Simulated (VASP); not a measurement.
CuF: single point with PBE

Crystal: CuF.

```xyz
2
Lattice="2.7941 0.0000 0.0000 0.0000 2.7941 0.0000 0.0000 0.0000 2.7941" Properties=species:S:1:pos:R:3 pbc="T T T"
Cu    0.0000    0.0000    0.0000
F     1.3971    1.3971    1.3971
```

```
Program                : VASP 6.6.1
Task                   : single point
Functional             : PBE
Potentials or basis    : VASP PAW PBE potentials, release 64 (Cu, F)
Cutoff                 : 520 eV
k mesh                 : 20 × 20 × 20
Occupations            : gaussian, width 0.1 eV
Spin                   : no spin polarisation
Dipole correction      : no
Further INCAR settings : ALGO = Normal; EDIFF = 1e-06; NBANDS = 16
```

```yaml
Pressure: -0.1 GPa
Band_gap_on_the_k_mesh: zero (band 9 reaches 4.32 eV, above the bottom of band 10 at 3.99 eV)
```

Levels at points of the mesh, in eV from the Fermi level:
```tsv
k point	band 7	band 8	band 9	band 10	band 11	band 12
(0.00, 0.00, 0.00)	-1.75	-0.34	-0.34	-0.34	15.04	15.04
(0.50, 0.00, 0.00)	-0.30	-0.18	-0.18	4.09	4.55	16.25
(0.50, 0.50, 0.00)	-0.70	-0.70	-0.04	4.73	8.29	8.29
(0.50, 0.50, 0.50)	-0.07	-0.02	-0.02	6.82	6.82	6.82
```

Run time: 56 s on 1 thread of Intel(R) Xeon(R) Platinum 8488C (Sapphire Rapids), on a shared host, peak memory 0.22 GiB.

Caveat: semilocal functionals often make such compounds metallic where correlation or magnetic order opens a gap, which also shifts bond lengths. With open d or f shells a metallic result of PBE can be an artefact of self-interaction; +U or a hybrid may open a gap.
